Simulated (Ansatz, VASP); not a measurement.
## One calculation of InGaAs2, two programs

Contents of INCAR:

```
ALGO     = Normal         # electronic algorithm
EDIFF    = 1E-6           # SCF threshold, eV
ENCUT    = 520            # plane-wave cutoff, eV
GGA      = PS             # functional
ISIF     = 2              # what is computed and relaxed
ISMEAR   = 0              # smearing method
LASPH    = T              # aspherical terms in the spheres
LCHARG   = T              # write CHGCAR
LELF     = T              # ELF
LREAL    = F              # projectors in reciprocal space
LVHAR    = T            
LWAVE    = F              # write WAVECAR
NBANDS   = 26             # bands
NELM     = 80             # most SCF steps
PREC     = Accurate       # precision mode
SIGMA    = 0.15           # smearing width, eV
```

KPOINTS

```
k-points
0
Gamma
  12 12 8
```

POSCAR

```
InGaAs2
1.0
    4.0405133507      0.0000000000      0.0000000000
    0.0000000000      4.0405133507      0.0000000000
    0.0000000000      0.0000000000      5.6087979416
In Ga As
1 1 2
Direct
    0.0000000000      0.0000000000      0.5000000000
    0.5000000000      0.5000000000      0.0000000000
    0.5000000000      0.0000000000      0.7697097067
    0.0000000000      0.5000000000      0.2302902933
```

Input for Ansatz:

```yaml
crystal:
  lattice:
    - [4.0405133507, 0.0, 0.0]
    - [0.0, 4.0405133507, 0.0]
    - [0.0, 0.0, 5.6087979416]
  atoms:
    - { symbol: In, position: [0.0, 0.0, 0.5] }
    - { symbol: Ga, position: [0.5, 0.5, 0.0] }
    - { symbol: As, position: [0.5, 0.0, 0.7697097067] }
    - { symbol: As, position: [0.0, 0.5, 0.2302902933] }
basis:
  ecutwfc: 420
kpoints:
  mp_grid: { grid: [12, 12, 8] }
hamiltonian:
  xc: pbesol
scf:
  occupations: { method: gaussian, width: 0.15 }
output:
  forces: true
  stress: true
  eigenvalues: true
```

Change from the starting cell: strain -0.025 along x and y, -0.050 along z, atoms carried along.

Alike in both runs: task single point; functional PBEsol; k mesh 12 × 12 × 8; occupations gaussian, width 0.15 eV; no spin polarisation.

```csv
,VASP,Ansatz
version,VASP 6.6.1,Ansatz 0.2.0
potentials or method,"VASP PAW PBE potentials, release 64 (In_d, Ga_d, As), cutoff 520 eV","scalar-relativistic, plane waves, PAW"
valence electrons in the cell,36,56
```

VASP gave:

- gap on the k mesh at the Fermi level (eV): 0.45
- least direct gap on the mesh (eV): 0.45
- pressure (GPa): 8.1
- traceless stress, the component that is largest in VASP (GPa): 0.79
- rms of the force components (eV/Å): 0.056

Which values does Ansatz return?

gap on the k mesh at the Fermi level (eV): 0.44; least direct gap on the mesh (eV): 0.44; pressure (GPa): 7.9; traceless stress, the component that is largest in VASP (GPa): 0.79; rms of the force components (eV/Å): 0.056.

VASP's potentials were made for PBE, not for PBEsol. Atom by atom the forces differ by 0.000 eV/Å (rms over components). With one functional, cell and mesh, what is left measures potentials, basis and numerics. VASP's potentials hold 36 valence electrons a cell and Ansatz's 56, so a difference there can come from the potentials and not from the codes.
